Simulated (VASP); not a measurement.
The system is Co3Bi.

```
Co Bi
1.0
     0.00000    3.16198    3.16198
     3.16198    0.00000    3.16198
     3.16198    3.16198    0.00000
Co Bi
3 1
Direct
  0.25000 0.25000 0.25000
  0.75000 0.75000 0.75000
  0.50000 0.50000 0.50000
  0.00000 0.00000 0.00000
```

- Program: VASP 6.6.1
- Task: relaxation of cell and atoms
- Functional: PBE
- Potentials or basis: VASP PAW PBE potentials, release 64 (Co, Bi_d)
- Cutoff: 600 eV
- k mesh: 6 × 6 × 6
- Occupations: gaussian, width 0.1 eV
- Spin: collinear spin, ferromagnetic start
- Starting moments: [1.67, 1.67, 1.94, 0.0] μB

At the start: pressure -9.8 GPa; volume 15.81 Å³/atom.

Task: Where does the relaxation end?

Result: Over 3 steps the energy falls by 48.7 meV/atom and the volume is 14.35 Å³/atom (-9.2 %); space group Fm-3m (No. 225, to 0.05 Å); moment 4.34 μB per cell.

The path:
| step | energy change (eV) | largest force (eV/Å) | pressure (GPa) | volume (Å³) |
| --- | --- | --- | --- | --- |
| 1 | 0.0000 | 0.0000 | -9.79 | 63.23 |
| 2 | -0.1436 | 0.0000 | 6.30 | 54.80 |
| 3 | -0.1946 | 0.0000 | 0.10 | 57.41 |

Final structure:
```
CELL_PARAMETERS angstrom
0.00000 3.06188 3.06188
3.06188 0.00000 3.06188
3.06188 3.06188 0.00000
ATOMIC_POSITIONS crystal
Co 0.25000 0.25000 0.25000
Co 0.75000 0.75000 0.75000
Co 0.50000 0.50000 0.50000
Bi 0.00000 0.00000 0.00000
```
